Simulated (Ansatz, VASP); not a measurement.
# Two plane-wave programs on SiO3

```
CELL_PARAMETERS angstrom
0.00000 2.50394 2.50394
2.50394 0.00000 2.50394
2.50394 2.50394 0.00000
ATOMIC_POSITIONS crystal
Si 0.50000 0.50000 0.50000
O 0.25000 0.25000 0.25000
O 0.75000 0.75000 0.75000
O 0.00000 0.00000 0.00000
```

Alike in both runs: functional PBE; k mesh 6 × 6 × 6; occupations gaussian, width 0.2 eV; no spin polarisation.

Ansatz relaxed the structure, and its values are those at the end. VASP's run is a single point on that final structure, the one shown.

|  | VASP | Ansatz |
| --- | --- | --- |
| version | VASP 6.6.1 | Ansatz 0.2.0 |
| potentials or method | VASP PAW PBE potentials, release 64 (Si, O), cutoff 600 eV | scalar-relativistic, plane waves, PAW |
| valence electrons in the cell | 22 | 22 |

VASP gave:

| Item | Value |
| --- | --- |
| gap on the k mesh at the Fermi level (eV) | none |
| pressure (GPa) | -0.3 |

**Question.** What did Ansatz give for the same quantities?

**Answer.** gap on the k mesh at the Fermi level (eV): none; pressure (GPa): 0.0.

A gap of «none» marks a metal or a gap that the smearing closes.

The k mesh is coarse, so the values compare programs but aren't converged.
